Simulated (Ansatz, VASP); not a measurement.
**As: VASP beside Ansatz**

The input INCAR:

```
PREC = Accurate ; ENCUT = 520
EDIFF = 1E-6 ; ISMEAR = 0
SIGMA = 0.1 ; LREAL = F
LASPH = T ; NELM = 80
ALGO = Normal ; ISIF = 2
LWAVE = F ; LCHARG = F
GGA = PE ; IVDW = 12
NBANDS = 12
```

KPOINTS

```
regular mesh
0
Gamma
  15 15 15
```

File POSCAR:

```
As
1.0
    1.8807968987      1.0858785957      3.5140619945
   -1.8807968987      1.0858785957      3.5140619945
    0.0000000000     -2.1717571915      3.5140619945
As
2
Direct
    0.7740000000      0.7740000000      0.7740000000
    0.2260000000      0.2260000000      0.2260000000
```

Input for Ansatz:

```yaml
crystal:
  lattice:
    - [1.8807968987, 1.0858785957, 3.5140619945]
    - [-1.8807968987, 1.0858785957, 3.5140619945]
    - [0.0, -2.1717571915, 3.5140619945]
  atoms:
    - { symbol: As, position: [0.774, 0.774, 0.774] }
    - { symbol: As, position: [0.226, 0.226, 0.226] }
basis:
  ecutwfc: 420
kpoints:
  mp_grid: { grid: [15, 15, 15] }
hamiltonian:
  xc: pbe
  dispersion: d3bj
scf:
  occupations: { method: gaussian, width: 0.1 }
output:
  forces: true
  stress: true
  eigenvalues: true
  populations: true
```

Alike in both runs: task single point; functional PBE; dispersion D3(BJ); k mesh 15 × 15 × 15; occupations gaussian, width 0.1 eV; no spin polarisation.

|  | VASP | Ansatz |
| --- | --- | --- |
| version | VASP 6.6.1 | Ansatz 0.2.0 |
| potentials or method | VASP PAW PBE potentials, release 64 (As), cutoff 520 eV | scalar-relativistic, plane waves, PAW |
| valence electrons in the cell | 10 | 30 |

|  | VASP | Ansatz | Ansatz less VASP |
| --- | --- | --- | --- |
| gap on the k mesh at the Fermi level (eV) | none | none | - |
| pressure (GPa) | 0.9 | 0.6 | -0.33 |
| traceless stress, the component that is largest in VASP (GPa) | -0.61 | -0.51 | +0.100 |
| rms of the force components (eV/Å) | 0.280 | 0.245 | -0.0342 |

Atom by atom the forces differ by 0.034 eV/Å (rms over components). A gap of «none» marks a metal or a gap that the smearing closes. VASP's potentials hold 10 valence electrons a cell and Ansatz's 30, so a difference there can come from the potentials and not from the codes.
